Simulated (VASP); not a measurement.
# Co (P6_3/mmc) in VASP: relaxation of cell and atoms with LDA

Aim: the relaxation of cell and atoms of Co with LDA.

All numbers are computed with VASP 6.6.1; they aren't measurements. Logs are shortened: lines on timing, memory, paths and dates and some standing lists are left out, and cuts for length are marked.

## 1. The cell of the first run

It takes space group P6_3/mmc (No. 194, hexagonal). Conventional cell: a = 2.430 Å, b = 2.430 Å, c = 3.916 Å, α = 90.00°, β = 90.00°, γ = 120.00°. Within 3.2 Å of Co (site symmetry -6m2) lie 12 Co at 2.41 to 2.43 Å.

## 2. Relaxation of cell and atoms, LDA, collinear spin, ferromagnetic start

Input file INCAR:

```
PREC = Accurate ; ENCUT = 600
EDIFF = 1E-7 ; ISMEAR = 0
SIGMA = 0.05 ; LREAL = F
LASPH = T ; NELM = 150
ALGO = Normal ; ISIF = 3
LWAVE = F ; LCHARG = F
ISPIN = 2 ; MAGMOM = 1.72 1.72
LORBIT = 11 ; LMAXMIX = 4
IBRION = 2 ; NSW = 50
EDIFFG = -0.01
```

Input file KPOINTS:

```
Automatic mesh
0
Gamma
  20 20 12
```

Input file POSCAR:

```
Co
1.0
    2.4299097488      0.0000000000      0.0000000000
   -1.2149548744      2.1043635714      0.0000000000
    0.0000000000      0.0000000000      3.9159100442
Co
2
Direct
    0.3333333333      0.6666666667      0.7500000000
    0.6666666667      0.3333333333      0.2500000000
```

Potentials or basis: VASP PAW LDA potentials, release 64 (Co).

Launch:

```bash
> cat potpaw_LDA.64/Co/POTCAR > POTCAR
> mpirun -np 1 vasp_std > vasp.out
```

OUTCAR:

```text
PREC = Accurate
   ENCUT = 600
   EDIFF = 1E-7
   ISMEAR = 0
   LREAL = F
   LASPH = T
   NELM = 150
   ISIF = 3
   ISPIN = 2
   LORBIT = 11
   IBRION = 2
   NSW = 50
   EDIFFG = -0.01

 ion  position               nearest neighbor table
   1  0.333  0.667  0.750-   2 2.41   2 2.41   2 2.41   2 2.41   2 2.41   2 2.41
   2  0.667  0.333  0.250-   1 2.41   1 2.41   1 2.41   1 2.41   1 2.41   1 2.41

  LATTYP: Found a hexagonal cell.
 ALAT       =     2.4299097488
 C/A-ratio  =     1.6115454684

  Lattice vectors:

 A1 = (   2.4299097488,   0.0000000000,   0.0000000000)
 A2 = (  -1.2149548744,   2.1043635714,   0.0000000000)
 A3 = (   0.0000000000,   0.0000000000,   3.9159100442)

Analysis of symmetry for initial positions (statically):
=====================================================================
 Subroutine PRICEL returns:
 Original cell was already a primitive cell.

 Routine SETGRP: Setting up the symmetry group for a
 hexagonal supercell.

 Subroutine GETGRP returns: Found 24 space group operations
 (whereof 12 operations were pure point group operations)
 out of a pool of 24 trial point group operations.

The static configuration has the point symmetry D_3d.
 The point group associated with its full space group is D_6h.

Analysis of symmetry for dynamics (positions and initial velocities):
=====================================================================
 Subroutine PRICEL returns:
 Original cell was already a primitive cell.

 Routine SETGRP: Setting up the symmetry group for a
 hexagonal supercell.

 Subroutine GETGRP returns: Found 24 space group operations
 (whereof 12 operations were pure point group operations)
 out of a pool of 24 trial point group operations.

The dynamic configuration has the point symmetry D_3d.
 The point group associated with its full space group is D_6h.

Analysis of structural, dynamic, and magnetic symmetry:
=====================================================================
 Subroutine PRICEL returns:
 Original cell was already a primitive cell.

 Routine SETGRP: Setting up the symmetry group for a
 hexagonal supercell.

 Subroutine GETGRP returns: Found 24 space group operations
 (whereof 12 operations were pure point group operations)
 out of a pool of 24 trial point group operations.

The overall configuration has the point symmetry D_3d.
 The point group associated with its full space group is D_6h.

 Subroutine INISYM returns: Found 24 space group operations
 (whereof 12 operations are pure point group operations),
 and found     1 'primitive' translations

----------------------------------------------------------------------------------------

                                     Primitive cell

  volume of cell :      20.0237

  direct lattice vectors                    reciprocal lattice vectors
     2.429909749  0.000000000  0.000000000     0.411537918  0.237601528  0.000000000
    -1.214954874  2.104363571  0.000000000     0.000000000  0.475203056  0.000000000
     0.000000000  0.000000000  3.915910044     0.000000000  0.000000000  0.255368481

  length of vectors
     2.429909749  2.429909749  3.915910044     0.475203056  0.475203056  0.255368481

  position of ions in fractional coordinates (direct lattice)
     0.333333333  0.666666667  0.750000000
     0.666666667  0.333333333  0.250000000

  ion indices of the primitive-cell ions
   primitive index   ion index
                 1           1
                 2           2

----------------------------------------------------------------------------------------

 KPOINTS: Automatic mesh

Automatic generation of k-mesh.
 Grid dimensions read from file:
 generate k-points for:   20   20   12

 Generating k-lattice:

  Cartesian coordinates                     Fractional coordinates (reciprocal lattice)
     0.020576896  0.011880076  0.000000000     0.050000000  0.000000000  0.000000000
     0.000000000  0.023760153  0.000000000     0.000000000  0.050000000  0.000000000
     0.000000000  0.000000000  0.021280707     0.000000000  0.000000000  0.083333333

  Length of vectors
     0.023760153  0.023760153  0.021280707

  Shift w.r.t. Gamma in fractional coordinates (k-lattice)
     0.000000000  0.000000000  0.000000000

 Subroutine IBZKPT returns following result:
 ===========================================

 Found    308 irreducible k-points:

 Following reciprocal coordinates:
            Coordinates               Weight
  0.000000  0.000000  0.000000      1.000000
  0.050000 -0.000000  0.000000      6.000000
  0.100000  0.000000  0.000000      6.000000
  0.150000  0.000000  0.000000      6.000000
  0.200000  0.000000  0.000000      6.000000
  0.250000 -0.000000  0.000000      6.000000
[... 16 lines left out ...]
  0.200000  0.100000  0.000000     12.000000
  0.250000  0.100000  0.000000     12.000000
 [... further k-points ...]
   k-points           NKPTS =    308   k-points in BZ     NKDIM =    308   number of bands    NBANDS=     15
   number of dos      NEDOS =    301   number of ions     NIONS =      2
   total plane-waves  NPLWV =  12800
   dimension x,y,z NGX =    20 NGY =   20 NGZ =   32
   dimension x,y,z NGXF=    40 NGYF=   40 NGZF=   64
   ions per type =               2
   NGX,Y,Z   is equivalent  to a cutoff of  13.68, 13.68, 13.59 a.u.
   NGXF,Y,Z  is equivalent  to a cutoff of  27.37, 27.37, 27.17 a.u.
 SYSTEM =  unknown system
   PREC   = accura    normal or accurate (medium, high low for compatibility)
   ISTART =      0    job   : 0-new  1-cont  2-samecut
   ICHARG =      2    charge: 1-file 2-atom 10-const
   ISPIN  =      2    spin polarized calculation?
   LNONCOLLINEAR =      F non collinear calculations
   LSORBIT =      F    spin-orbit coupling
   LASPH  =      T    aspherical Exc in radial PAW
   ENCUT  =  600.0 eV  44.10 Ry    6.64 a.u.   4.85  4.85  7.82*2*pi/ulx,y,z
   NELM   =    150;   NELMIN=  2; NELMDL= -5     # of ELM steps
   EDIFF  = 0.1E-06   stopping-criterion for ELM
   LREAL  =      F    real-space projection
   EDIFFG = -.1E-01   stopping-criterion for IOM
   NSW    =     50    number of steps for IOM
   IBRION =      2    ionic relax: 0-MD 1-quasi-New 2-CG
   NFREE  =      1    steps in history (QN), initial steepest desc. (CG)
   ISIF   =      3    stress and relaxation
   ISYM   =      2    0-nonsym 1-usesym 2-fastsym
   POTIM  = 0.5000    time-step for ionic-motion
   TEBEG  =    0.0;   TEEND  =   0.0 temperature during run
   PSTRESS=    0.0 pullay stress
   NELECT =      18.0000    total number of electrons
   NUPDOWN=      -1.0000    fix difference up-down
   EMIN   =  10.00;   EMAX   =-10.00  energy-range for DOS
   EFERMI =   0.00;   METHOD = LEGACY
   ISMEAR =     0;   SIGMA  =   0.05  broadening in eV -4-tet -1-fermi 0-gaus
   EFERMI_NEDOS =   21; number of points for ismear=-14 and -15
   IALGO  =     38    algorithm
   IMIX   =      4    mixing-type and parameters
     AMIX     =   0.40;   BMIX     =  1.00
     AMIX_MAG =   1.60;   BMIX_MAG =  1.00
  volume/ion in A,a.u.               =      10.01        67.56
  Fermi-wavevector in a.u.,A,eV,Ry     =   1.579978  2.985726 33.964651  2.496331
  Thomas-Fermi vector in A             =   2.680276
   LORBIT       =     11    0 simple, 1 ext, 2 COOP (PROOUT), +10 PAW based schemes
   GGA     = CA    functional components
   LHFCALC =     F    Hartree Fock is set to
   AEXX    =    0.0000 exact exchange contribution
   IVDW    =     0    specifies the selected vdW correction
   LEPSILON=     F    determine dielectric tensor
   LRPA    =     F    only Hartree local field effects (RPA)
 conjugate gradient relaxation of ions
 spin polarized calculation
 Gauss-broadening in eV      SIGMA  =   0.05
  energy-cutoff  :      600.00
  volume of cell :       20.02
 maximum number of plane-waves:       687
 NGX is ok and might be reduce to    20
   NGX =  9   NGY =  9   NGZ = 15

--------------------------------------- Ionic step        1  -------------------------------------------

 number of electron      18.0000005 magnetization       2.9834473

 Free energy of the ion-electron system (eV)
  ---------------------------------------------------
  ext. energy  EPLUGINS =         0.00000000
  ---------------------------------------------------
  free energy    TOTEN  =       -16.25208651 eV

  energy without entropy =      -16.25023549  energy(sigma->0) =      -16.25116100

------------------------ aborting loop because EDIFF is reached ----------------------------------------

  FORCE on cell =-STRESS in cart. coord.  units (eV):
  Direction    XX          YY          ZZ          XY          YZ          ZX
  --------------------------------------------------------------------------------------
  -------------------------------------------------------------------------------------
  Total       -0.1620022     -0.1620022     -0.1662531      0.0000000     -0.0000000      0.0000000
  in kB      -12.9624720    -12.9624720    -13.3026027      0.0000000     -0.0000000      0.0000000
  external PRESSURE =     -13.0758489 kB  Pullay stress =       0.0000000 kB

 VOLUME and BASIS-vectors are now :
 -----------------------------------------------------------------------------
  energy-cutoff  :      600.00
  volume of cell :       20.02
      direct lattice vectors                 reciprocal lattice vectors
     2.429909749  0.000000000  0.000000000     0.411537918  0.237601528  0.000000000
    -1.214954874  2.104363571  0.000000000     0.000000000  0.475203056  0.000000000
     0.000000000  0.000000000  3.915910044     0.000000000  0.000000000  0.255368481
[... 37 lines left out ...]
 POSITION                                       TOTAL-FORCE (eV/Angst)
 -----------------------------------------------------------------------------------
     -0.00000      1.39743      2.92515         0.000000     -0.000000      0.000000
      1.21021      0.69871      0.97505        -0.000000      0.000000      0.000000
 -----------------------------------------------------------------------------------
    total drift:                                0.000000     -0.000000     -0.000000

  FREE ENERGIE OF THE ION-ELECTRON SYSTEM (eV)
  ---------------------------------------------------
  free  energy   TOTEN  =       -16.2516438379 eV

  energy  without entropy=      -16.2498168332  energy(sigma->0) =      -16.25073034

--------------------------------------- Ionic step        3  -------------------------------------------

 number of electron      18.0000005 magnetization       2.9745270

 Free energy of the ion-electron system (eV)
  ---------------------------------------------------
  ext. energy  EPLUGINS =         0.00000000
  ---------------------------------------------------
  free energy    TOTEN  =       -16.25247747 eV

  energy without entropy =      -16.25063105  energy(sigma->0) =      -16.25155426

 E-fermi :  11.1575     XC(G=0): -14.2445

 val. band max:       11.1558038853   @ k =   0.2000   0.1500   0.3333
 cond. band min:      11.1655135388   @ k =   0.3500   0.2000   0.4167
 fundamental gap:      0.0097096535
 Fermi energy:        11.1575141921

 spin component 1

 k-point     1 :       0.0000    0.0000    0.0000
  band No.  band energies     occupation
      1       1.7661      1.00000
      2       5.7035      1.00000
      3       8.6015      1.00000
      4       8.6106      1.00000
      5       8.6106      1.00000
      6       8.9821      1.00000
      7       8.9821      1.00000
      8       9.3792      1.00000
      9       9.3792      1.00000
     10      10.6718      1.00000
     11      10.6718      1.00000
     12      11.1088      0.91593
     13      18.4685      0.00000
     14      33.8243      0.00000
     15      37.1566      0.00000
[... 397 lines left out ...]
 k-point    24 :       0.2500    0.1000    0.0000
  band No.  band energies     occupation
      1       4.8671      1.00000
      2       6.7138      1.00000
      3       7.1075      1.00000
      4       7.6206      1.00000
      5       8.5210      1.00000
      6       8.7018      1.00000
      7       9.0514      1.00000
      8       9.7724      1.00000
      9      10.1774      1.00000
     10      10.6290      1.00000
     11      10.8502      1.00000
     12      17.6514      0.00000
     13      19.1252      0.00000
     14      22.8278      0.00000
     15      26.5629      0.00000

 [... further k-points ...]

 spin component 2

 k-point     1 :       0.0000    0.0000    0.0000
  band No.  band energies     occupation
      1       1.9535      1.00000
      2       6.5698      1.00000
      3       9.9739      1.00000
      4       9.9739      1.00000
      5       9.9771      1.00000
      6      10.3909      1.00000
      7      10.3909      1.00000
      8      10.8395      1.00000
      9      10.8395      1.00000
     10      11.2846      0.00016
     11      12.2303      0.00000
     12      12.2303      0.00000
     13      19.4070      0.00000
     14      33.8771      0.00000
     15      37.3240      0.00000
[... 436 lines left out ...]
 POSITION                                       TOTAL-FORCE (eV/Angst)
 -----------------------------------------------------------------------------------
     -0.00000      1.40068      2.93215         0.000000      0.000000      0.000000
      1.21303      0.70034      0.97738        -0.000000     -0.000000      0.000000
 -----------------------------------------------------------------------------------
    total drift:                                0.000000     -0.000000     -0.000000

  FREE ENERGIE OF THE ION-ELECTRON SYSTEM (eV)
  ---------------------------------------------------
  free  energy   TOTEN  =       -16.2524774740 eV

  energy  without entropy=      -16.2506310497  energy(sigma->0) =      -16.25155426

 reached required accuracy - stopping structural energy minimisation

 total charge

# of ion       s       p       d       tot
------------------------------------------
    1        0.525   0.593   7.343   8.461
    2        0.525   0.593   7.343   8.461
--------------------------------------------------
tot          1.050   1.187  14.685  16.922

 magnetization (x)

# of ion       s       p       d       tot
------------------------------------------
    1       -0.013  -0.039   1.532   1.480
    2       -0.013  -0.039   1.532   1.480
--------------------------------------------------
tot         -0.027  -0.077   3.063   2.959
```

It took 6.9 min on 1 thread of Intel Xeon Platinum 8259CL at 2.50GHz (Skylake/Cascade Lake), shared host; peak memory 0.27 GiB.

Results:

| Item | Value |
| --- | --- |
| Free energy | -16.2525 eV |
| Relaxed volume | 9.96 Å³/atom |
| Relaxed cell | a = 2.426 Å, b = 2.426 Å, c = 3.910 Å, α = 90.00°, β = 90.00°, γ = 120.00° |
| Space group after relaxing (to 0.1 Å) | P6_3/mmc (No. 194) |
| Energy gained by relaxing | 0.2 meV/atom |
| Ionic steps | 3 |
| Pressure after relaxing | 0.0 GPa |
| Net moment | 2.97 μB per cell |
| Site moments | Co +1.48 μB |
| Valence electrons inside the program's atomic spheres | Co 8.46 |

The path:
```
step  energy change (eV)  largest force (eV/Å)  pressure (GPa)  volume (Å³)
   1              0.0000                0.0000           -1.31        20.02
   2              0.0004                0.0000            1.92        19.79
   3             -0.0004                0.0000            0.00        19.93
```

Final structure:
```
Co
1.0
     2.42605    0.00000    0.00000
    -1.21303    2.10102    0.00000
     0.00000    0.00000    3.90953
Co
2
Cartesian
  0.0000 1.4007 2.9321
  1.2130 0.7003 0.9774
```

Levels at points of the mesh, in eV from the Fermi level:
Spin up:
```csv
k point,band 7,band 8,band 9,band 10,band 11,band 12,band 13,band 14
"(0.00, 0.00, 0.00)",-2.18,-1.78,-1.78,-0.49,-0.49,-0.05,7.31,22.67
"(0.50, 0.00, 0.00)",-2.08,-0.35,-0.21,-0.17,1.69,3.87,10.45,11.19
"(0.00, 0.00, 0.50)",-2.63,-2.63,-0.84,-0.84,-0.84,-0.84,16.17,16.17
"(0.50, 0.00, 0.50)",-0.83,-0.83,-0.24,-0.24,1.81,1.81,8.17,8.17
```
Spin down:
| k point | band 4 | band 5 | band 6 | band 7 | band 8 | band 9 | band 10 | band 11 |
| --- | --- | --- | --- | --- | --- | --- | --- | --- |
| (0.00, 0.00, 0.00) | -1.18 | -1.18 | -0.77 | -0.77 | -0.32 | -0.32 | 0.13 | 1.07 |
| (0.50, 0.00, 0.00) | -1.90 | -1.38 | -1.20 | -0.75 | 1.22 | 1.38 | 1.41 | 2.82 |
| (0.00, 0.00, 0.50) | -1.75 | -1.26 | -1.26 | -1.26 | -1.26 | 0.69 | 0.69 | 0.69 |
| (0.50, 0.00, 0.50) | -2.71 | -0.18 | -0.18 | 0.31 | 0.31 | 1.33 | 1.33 | 2.49 |
